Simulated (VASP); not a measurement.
Wanted: the native input for a VASP 6.6.1 run.

```
Task                               : single point
Functional                         : HF
Potentials or basis                : VASP PAW PBE potentials, release 64 (Zn, O)
Cutoff                             : 520 eV
k mesh                             : 5 × 5 × 5
Occupations                        : fermi-dirac, width 0.05 eV
Spin                               : no spin polarisation
Dipole correction                  : no
Grid for exact exchange (PRECFOCK) : Normal
Further INCAR settings             : ALGO = Normal; EDIFF = 1e-06; NBANDS = 16
Share of exact exchange            : 1
```

Crystal: ZnO.

```
Zn O
1.0
     2.68821    0.00000    0.00000
     0.00000    2.68821    0.00000
     0.00000    0.00000    2.68821
Zn O
1 1
Direct
  0.00000 0.00000 0.00000
  0.50000 0.50000 0.50000
```

The input as run:

POSCAR

```
ZnO
1.0
    2.6882100000      0.0000000000      0.0000000000
    0.0000000000      2.6882100000      0.0000000000
    0.0000000000      0.0000000000      2.6882100000
Zn O
1 1
Direct
    0.0000000000      0.0000000000      0.0000000000
    0.5000000000      0.5000000000      0.5000000000
```

INCAR.step1

```
SYSTEM = ZnO
ALGO = Normal
EDIFF = 1E-5
ENCUT = 520
GGA = PE
ISIF = 2
ISMEAR = -1
LASPH = .True.
LCHARG = .False.
LREAL = .False.
LWAVE = .True.
NBANDS = 16
NELM = 100
PREC = Accurate
SIGMA = 0.05
```

INCAR.step2

```
SYSTEM = ZnO
AEXX = 1.0
AGGAC = 0.0
ALDAC = 0.0
ALGO = Normal
EDIFF = 1E-6
ENCUT = 520
GGA = PE
ISIF = 2
ISMEAR = -1
ISTART = 1
LASPH = .True.
LCHARG = .False.
LHFCALC = .True.
LREAL = .False.
LWAVE = .False.
NBANDS = 16
NELM = 100
PREC = Accurate
PRECFOCK = Normal
SIGMA = 0.05
```

KPOINTS

```
k-points
0
Gamma
  5 5 5
  0 0 0
```

Potentials or basis: VASP PAW PBE potentials, release 64 (Zn, O).

Run with:

```bash
$ cat potpaw_PBE.64/Zn/POTCAR potpaw_PBE.64/O/POTCAR > POTCAR
$ cp INCAR.step1 INCAR
$ mpirun -np 1 vasp_std > vasp.out
$ cp INCAR.step2 INCAR
$ mpirun -np 1 vasp_std > vasp.out
```

Results of the run:

```yaml
Pressure: -5.9 GPa
Band_gap_on_the_k_mesh: 9.11 eV (least direct gap 10.40 eV)
```

Caveat: the k points lie up to 0.47 Å⁻¹ apart; the PAW data sets were made with another functional, which shifts forces and pressure a little; an odd mesh through Γ misses points on the zone boundary, where band edges can lie.

It took 7.1 min on 1 thread of Intel Xeon 6975P-C, on a shared host, peak memory 0.13 GiB.
